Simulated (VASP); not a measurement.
**Sn: single point with RPBE**

Crystal: Sn.

```
Sn
1.0
     5.39123    0.00000    0.00000
    -2.69562    4.66894    0.00000
     0.00000    0.00000    3.28654
Sn
3
Direct
  0.00000 0.00000 0.00000
  0.33333 0.66667 0.50000
  0.66667 0.33333 0.50000
```

This isn't the form of Sn at room conditions, which is tetragonal (white tin).

| Item | Value |
| --- | --- |
| Program | VASP 6.6.1 |
| Task | single point |
| Functional | RPBE |
| Potentials or basis | VASP PAW PBE potentials, release 64 (Sn_d) |
| Cutoff | 520 eV |
| k mesh | 8 × 8 × 11 |
| Occupations | fermi-dirac, width 0.1 eV |
| Spin | no spin polarisation |

| Quantity | Value |
| --- | --- |
| Pressure | 2.2 GPa |
| Band gap on the k mesh | zero (bands 21 and 22 overlap by 3.93 eV) |

Stress tensor (GPa, compression positive):
```
3.15 0.00 0.00
0.00 3.15 0.00
0.00 0.00 0.43
```

Levels at points of the mesh, in eV from the Fermi level:
| k point | band 17 | band 18 | band 19 | band 20 | band 21 | band 22 | band 23 | band 24 | band 25 | band 26 |
| --- | --- | --- | --- | --- | --- | --- | --- | --- | --- | --- |
| (0.00, 0.00, 0.00) | -5.52 | -5.17 | -2.51 | -2.51 | -2.38 | -2.38 | 2.97 | 6.43 | 7.94 | 7.98 |
| (0.50, 0.00, 0.00) | -9.18 | -6.37 | -4.39 | 1.15 | 1.30 | 2.71 | 3.02 | 4.13 | 4.81 | 4.89 |

It took 2.2 min on 1 thread of Intel Xeon 8259CL, on a shared host, peak memory 0.24 GiB.

Caveat: the PAW data sets were made with another functional, which shifts forces and pressure a little; spin-orbit coupling is left out, which moves the levels of the heavy elements.
